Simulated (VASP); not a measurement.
Here is a VASP 6.6.1 calculation.

File INCAR:

```
SYSTEM = Au
  PREC = Accurate
  ENCUT = 520
  EDIFF = 1E-7
  ISMEAR = -1
  SIGMA = 0.1
  LREAL = .False.
  LASPH = .True.
  NELM = 60
  ALGO = Normal
  ISIF = 2
  LWAVE = .False.
  LCHARG = .False.
  GGA = PE
  NBANDS = 18
```

Contents of KPOINTS:

```
regular mesh
0
Gamma
  10 10 10
  0 0 0
```

POSCAR

```
Au
1.0
    0.0000000000      3.0799760835      3.0799760835
    3.0799760835      0.0000000000      3.0799760835
    3.0799760835      3.0799760835      0.0000000000
Au
2
Direct
    0.1250000000      0.1250000000      0.1250000000
    0.8750000000      0.8750000000      0.8750000000
```

Potentials or basis: VASP PAW PBE potentials, release 64 (Au).

The run is started by

```console
$ cat potpaw_PBE.64/Au/POTCAR > POTCAR
$ mpirun -np 1 vasp_std > vasp.out
```

Task: Predict the pressure.

Result: -0.1 GPa.

Task: Estimate the band gap on the k mesh.

Result: Zero (band 11 reaches 3.03 eV, above the bottom of band 12 at 2.39 eV).

Caveat: spin-orbit coupling is left out, which moves the levels of the heavy elements.
